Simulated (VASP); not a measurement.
Write the native input for VASP 6.6.1 that does the following.

```yaml
Task: single point
Functional: r2SCAN
Potentials_or_basis: VASP PAW PBE potentials, release 64 (Tl_d, Pt, Au, Bi_d)
Cutoff: 520 eV
k_mesh: 3 × 3 × 3
Occupations: gaussian, width 0.0205 eV
Spin: no spin polarisation
Dipole_correction: no
Further_INCAR_settings: ALGO = Normal; EDIFF = 1e-06; NBANDS = 68
```

TlBiPt2Au6:

```
Tl Pt Au Bi
1.0
     0.00000    4.77476    4.77476
     4.77476    0.00000    4.77476
     4.77476    4.77476    0.00000
Tl Pt Au Bi
1 2 6 1
Direct
  0.50000 0.50000 0.50000
  0.25000 0.25000 0.25000
  0.75000 0.75000 0.75000
  0.77000 0.23000 0.23000
  0.23000 0.77000 0.23000
  0.23000 0.77000 0.77000
  0.77000 0.23000 0.77000
  0.23000 0.23000 0.77000
  0.77000 0.77000 0.23000
  0.00000 0.00000 0.00000
```

These files were run (other wordings do the same):

POSCAR

```
TlBiPt2Au6
1.0
    0.0000000000      4.7747560000      4.7747560000
    4.7747560000      0.0000000000      4.7747560000
    4.7747560000      4.7747560000      0.0000000000
Tl Pt Au Bi
1 2 6 1
Direct
    0.5000000000      0.5000000000      0.5000000000
    0.2500000000      0.2500000000      0.2500000000
    0.7500000000      0.7500000000      0.7500000000
    0.7700000000      0.2300000000      0.2300000000
    0.2300000000      0.7700000000      0.2300000000
    0.2300000000      0.7700000000      0.7700000000
    0.7700000000      0.2300000000      0.7700000000
    0.2300000000      0.2300000000      0.7700000000
    0.7700000000      0.7700000000      0.2300000000
    0.0000000000      0.0000000000      0.0000000000
```

INCAR.step1

```
SYSTEM = TlBiPt2Au6
PREC = Accurate ; ENCUT = 520
ISMEAR = 0 ; SIGMA = 0.0205
LREAL = .FALSE. ; LASPH = .TRUE.
NELM = 60 ; NBANDS = 68
GGA = PE ; ALGO = Normal
EDIFF = 1E-4 ; LWAVE = .TRUE.
LCHARG = .FALSE.
```

INCAR.step2

```
SYSTEM = TlBiPt2Au6
PREC = Accurate ; ENCUT = 520
EDIFF = 1E-6 ; ISMEAR = 0
SIGMA = 0.0205 ; LREAL = .FALSE.
LASPH = .TRUE. ; NELM = 60
ALGO = Normal ; ISIF = 2
LWAVE = .FALSE. ; LCHARG = .FALSE.
METAGGA = R2SCAN ; LMIXTAU = .TRUE.
NBANDS = 68 ; ISTART = 1
```

KPOINTS

```
Automatic mesh
0
G
  3 3 3
  0 0 0
```

Potentials or basis: VASP PAW PBE potentials, release 64 (Tl_d, Pt, Au, Bi_d).

Launch:

```console
$ cat potpaw_PBE.64/Tl_d/POTCAR potpaw_PBE.64/Pt/POTCAR potpaw_PBE.64/Au/POTCAR potpaw_PBE.64/Bi_d/POTCAR > POTCAR
$ cp INCAR.step1 INCAR
$ mpirun -np 1 vasp_std > vasp.out
$ cp INCAR.step2 INCAR
$ mpirun -np 1 vasp_std > vasp.out
```

It gave:

```
Pressure               : 36.8 GPa
Largest force          : 10.784 eV/Å
Band gap on the k mesh : zero (bands 57 and 58 overlap by 0.48 eV)
```

Caveat: the k points lie up to 0.38 Å⁻¹ apart; the PAW data sets were made with another functional, which shifts forces and pressure a little; spin-orbit coupling is left out, which moves the levels of the heavy elements.

It took 5.3 min on 1 thread of Oxide Virtual Turin-like Processor (shared host), peak memory 0.38 GiB.
